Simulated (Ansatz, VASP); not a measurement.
## Ge in VASP and in Ansatz

Contents of INCAR:

```
SYSTEM = Ge
PREC = Accurate ; ENCUT = 520
EDIFF = 1E-7 ; ISMEAR = -1
SIGMA = 0.05 ; LREAL = .FALSE.
LASPH = .TRUE. ; NELM = 80
ALGO = Normal ; ISIF = 2
LWAVE = .FALSE. ; LCHARG = .TRUE.
GGA = PE ; LELF = .TRUE.
LVHAR = .TRUE. ; NBANDS = 21
```

The input KPOINTS:

```
Automatic mesh
0
G
  11 11 11
  0 0 0
```

POSCAR

```
Ge
1.0
   -2.4958980000      2.6508630000      1.4369470000
    2.4958980000     -2.6508630000      1.4369470000
    2.4958980000      2.6508630000     -1.4369470000
Ge
2
Direct
    0.3140570000      0.0640570000      0.2500000000
    0.6859430000      0.9359430000      0.7500000000
```

Contents of input.yaml:

```yaml
crystal:
  lattice:
    - [-2.495898, 2.650863, 1.436947]
    - [2.495898, -2.650863, 1.436947]
    - [2.495898, 2.650863, -1.436947]
  atoms:
    - { symbol: Ge, position: [0.314057, 0.064057, 0.25] }
    - { symbol: Ge, position: [0.685943, 0.935943, 0.75] }
hamiltonian:
  xc: pbe
  pseudopotentials: { kind: paw }
kpoints:
  mp_grid: { grid: [11, 11, 11] }
scf:
  occupations: { method: fermi_dirac, width: 0.05 }
output:
  forces: true
  stress: true
  eigenvalues: true
```

Alike in both runs: task single point; functional PBE; k mesh 11 × 11 × 11; occupations fermi-dirac, width 0.05 eV; no spin polarisation.

|  | VASP | Ansatz |
| --- | --- | --- |
| version | VASP 6.6.1 | Ansatz 0.2.0 |
| potentials or method | VASP PAW PBE potentials, release 64 (Ge_d) | Ansatz PAW |
| plane-wave cutoff (eV) | 520 | 420 |
| valence electrons in the cell | 28 | 28 |

```tsv
	VASP	Ansatz	Ansatz less VASP
gap on the k mesh at the Fermi level (eV)	none	none	-
pressure (GPa)	1.2	1.2	-0.03
traceless stress, the component that is largest in VASP (GPa)	1.20	1.20	-0.003
rms of the force components (eV/Å)	0.033	0.033	+0.0004
```

Atom by atom the forces differ by 0.000 eV/Å (rms over components). A gap of «none» marks a metal or a gap that the smearing closes. With one functional, cell and mesh, what is left measures potentials, basis and numerics.
